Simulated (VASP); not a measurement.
Here is a VASP 6.6.1 calculation.

The input POSCAR:

```
Y3PbS2
1.0
   -2.0438541633      3.0861229113      6.4151609556
    2.0438541633     -3.0861229113      6.4151609556
    2.0438541633      3.0861229113     -6.4151609556
Y Pb S
3 1 2
Direct
    0.8354424431      0.3354424431      0.5000000000
    0.5000000000      0.0000000000      0.5000000000
    0.1645575569      0.6645575569      0.5000000000
    0.0000000000      0.0000000000      0.0000000000
    0.6587890352      0.6587890352      0.0000000000
    0.3412109648      0.3412109648      0.0000000000
```

File INCAR.step1:

```
PREC     = Accurate       # precision mode
ENCUT    = 520            # plane-wave cutoff, eV
ISMEAR   = 0              # smearing method
SIGMA    = 0.1            # smearing width, eV
LREAL    = False          # projectors in reciprocal space
LASPH    = True           # aspherical terms in the spheres
NELM     = 100            # most SCF steps
NBANDS   = 38             # bands
GGA      = PE             # functional
ALGO     = Normal         # electronic algorithm
EDIFF    = 1E-4           # SCF threshold, eV
LWAVE    = True           # write WAVECAR
LCHARG   = False          # write CHGCAR
```

The input INCAR.step2:

```
PREC     = Accurate       # precision mode
ENCUT    = 520            # plane-wave cutoff, eV
EDIFF    = 1E-6           # SCF threshold, eV
ISMEAR   = 0              # smearing method
SIGMA    = 0.1            # smearing width, eV
LREAL    = False          # projectors in reciprocal space
LASPH    = True           # aspherical terms in the spheres
NELM     = 100            # most SCF steps
ALGO     = Normal         # electronic algorithm
ISIF     = 2              # what is computed and relaxed
LWAVE    = False          # write WAVECAR
LCHARG   = True           # write CHGCAR
METAGGA  = R2SCAN         # meta-GGA
LMIXTAU  = True         
LELF     = True           # ELF
LVHAR    = True         
NBANDS   = 38             # bands
ISTART   = 1
```

KPOINTS

```
regular mesh
0
Gamma
  6 6 6
```

Potentials or basis: VASP PAW PBE potentials, release 64 (Y_sv, Pb_d, S).

Launch:

```sh
$ cat potpaw_PBE.64/Y_sv/POTCAR potpaw_PBE.64/Pb_d/POTCAR potpaw_PBE.64/S/POTCAR > POTCAR
$ cp INCAR.step1 INCAR
$ mpirun -np 1 vasp_std > vasp.out
$ cp INCAR.step2 INCAR
$ mpirun -np 1 vasp_std > vasp.out
```

Estimate the largest force.

1.223 eV/Å.

What does it give for the pressure?

-4.3 GPa.

Estimate the band gap on the k mesh.

zero (an odd number of electrons rules out a gap without spin polarisation).

Stress tensor (GPa, compression positive):
```
-0.62  0.00  0.00
 0.00 -7.82  0.00
 0.00  0.00 -4.44
```

Caveat: the cell differs from its parent crystal (Si replaced by Pb, lengths x 1.024, strained); the cell stands under tension; the PAW data sets were made with another functional, which shifts forces and pressure a little; spin-orbit coupling is left out, which moves the levels of the heavy elements.
